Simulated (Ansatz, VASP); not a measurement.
One calculation of Sb2Se3, two programs

```xyz
20
Lattice="12.3621 0.0000 0.0000 0.0000 4.0016 0.0000 0.0000 0.0000 11.7136" Properties=species:S:1:pos:R:3 pbc="T T T"
Sb    1.7347    3.0012    0.4462
Sb   10.6274    1.0004   11.2674
Sb    4.4464    1.0004    6.3030
Sb    7.9157    3.0012    5.4106
Sb    0.4180    1.0004    3.8607
Sb   11.9441    3.0012    7.8529
Sb    5.7630    3.0012    9.7175
Sb    6.5990    1.0004    1.9961
Se   11.7235    3.0012    1.4938
Se    0.6386    1.0004   10.2198
Se    6.8196    1.0004    7.3506
Se    5.5425    3.0012    4.3630
Se    2.5383    1.0004    2.2502
Se    9.8238    3.0012    9.4634
Se    3.6427    3.0012    8.1070
Se    8.7194    1.0004    3.6066
Se    7.7553    3.0012    0.6337
Se    4.6067    1.0004   11.0799
Se   10.7878    1.0004    6.4905
Se    1.5743    3.0012    5.2231
```

Alike in both runs: task electric field gradients; functional r2SCAN; k mesh 3 × 7 × 3; occupations fermi-dirac, width 0.02 eV; no spin polarisation.

|  | VASP | Ansatz |
| --- | --- | --- |
| version | VASP 6.6.1 | Ansatz 0.2.0 |
| potentials or method | VASP PAW PBE potentials, release 64 (Sb, Se) | plane-wave PAW, scalar-relativistic |
| plane-wave cutoff (eV) | 520 | 500 |
| valence electrons in the cell | 112 | 312 |

|  | VASP | Ansatz | Ansatz less VASP |
| --- | --- | --- | --- |
| gap on the k mesh at the Fermi level (eV) | 1.15 | 1.18 | +0.028 |
| pressure (GPa) | 0.1 | 0.0 | -0.02 |
| rms of the force components (eV/Å) | 0.009 | 0.022 | +0.0125 |
| size of Vzz on the site where it differs most (V/Å²) | 299.5 | 311.2 | +11.63 |

VASP's potentials were made for PBE, not for r2SCAN. Atom by atom the forces differ by 0.018 eV/Å (rms over components). VASP's potentials hold 112 valence electrons a cell and Ansatz's 312, so a difference there can come from the potentials and not from the codes.

Spin-orbit coupling is off throughout.
